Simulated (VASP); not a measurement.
Cd:

```xyz
1
Lattice="-1.6438 1.6438 1.6438 1.6438 -1.6438 1.6438 1.6438 1.6438 -1.6438" Properties=species:S:1:pos:R:3 pbc="T T T"
Cd    0.0000    0.0000    0.0000
```

This isn't the form of Cd at room conditions, which is hcp.

- Program: VASP 6.6.1
- Task: relaxation of cell and atoms
- Functional: PBE
- Potentials or basis: VASP PAW PBE potentials, release 64 (Cd)
- Cutoff: 600 eV
- k mesh: 8 × 8 × 8
- Occupations: gaussian, width 0.1 eV
- Spin: no spin polarisation

At the start: pressure 22.5 GPa; volume 17.77 Å³/atom.

Task: Where does the relaxation end?

Result: Over 4 steps the energy falls by 284.3 meV/atom and the volume is 23.71 Å³/atom (+33.4 %); space group Im-3m (No. 229, to 0.1 Å) before and after.

The path:
```tsv
step	energy change (eV)	largest force (eV/Å)	pressure (GPa)	volume (Å³)
1	0.0000	0.0000	22.49	17.77
2	-0.2794	0.0000	-1.31	24.98
3	-0.2837	0.0000	0.46	23.29
4	-0.2843	0.0000	0.05	23.71
```

Final structure:
```
Cd
1.0
    -1.80965    1.80965    1.80965
     1.80965   -1.80965    1.80965
     1.80965    1.80965   -1.80965
Cd
1
Direct
  0.00000 0.00000 0.00000
```

Caveat: the volume moved by over 15 % at a fixed basis, so the end points are rough.
